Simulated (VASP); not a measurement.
Crystal: B.

```
CELL_PARAMETERS angstrom
1.77782 0.00000 0.00000
-0.88891 1.53963 0.00000
0.00000 0.00000 3.95321
ATOMIC_POSITIONS crystal
B 0.00000 0.00000 0.25421
B 0.00000 0.00000 0.74579
```

```yaml
Program: VASP 6.6.1
Task: relaxation of cell and atoms
Functional: PBE
Potentials_or_basis: VASP PAW PBE potentials, release 64 (B_h)
Cutoff: 910 eV
k_mesh: 12 × 12 × 4
Occupations: gaussian, width 0.1 eV
Spin: no spin polarisation
```

At the start: pressure 57.2 GPa; volume 5.41 Å³/atom.

Task: How do energy, volume and symmetry change on relaxing?

Result: Over 43 steps the energy falls by 385.4 meV/atom and the volume is 7.51 Å³/atom (+38.9 %); space group P6/mmm (No. 191, to 0.05 Å).

The path:
```tsv
step	energy change (eV)	largest force (eV/Å)	pressure (GPa)	volume (Å³)
1	0.0000	0.2099	57.23	10.82
3	-0.3177	0.0026	-0.57	12.82
5	-0.4045	0.0950	1.67	12.97
7	-0.4046	0.1233	1.93	12.98
9	-0.4095	0.3552	-6.88	13.52
11	-0.4103	0.3360	-5.20	13.40
13	-0.4138	0.3820	-6.98	13.55
15	-0.4213	0.4634	-9.05	13.77
17	-0.4883	0.5500	-6.76	13.87
19	-0.6151	0.1647	20.84	14.16
21	-0.6413	0.2481	8.87	14.08
23	-0.7078	0.2816	13.54	14.68
25	-0.7122	0.0798	15.14	14.77
27	-0.7320	0.5861	11.36	15.29
29	-0.7624	0.0284	-0.43	15.87
31	-0.7631	0.0178	-0.43	15.86
33	-0.7641	0.0883	-0.68	15.83
35	-0.7672	0.1247	0.68	15.51
37	-0.7687	0.1644	2.66	15.07
39	-0.7702	0.0758	1.72	14.95
41	-0.7704	0.0440	1.41	14.91
43	-0.7709	0.0169	0.34	15.03
```

Final structure:
```
B
1.0
     1.84369    0.00000    0.00000
    -0.92185    1.59668    0.00000
     0.00000    0.00000    5.10439
B
2
Direct
  0.00000 0.00000 0.32244
  0.00000 0.00000 0.67756
```

Caveat: the k points lie up to 0.33 Å⁻¹ apart in the final cell; the volume moved by over 15 % at a fixed basis, so the end points are rough.
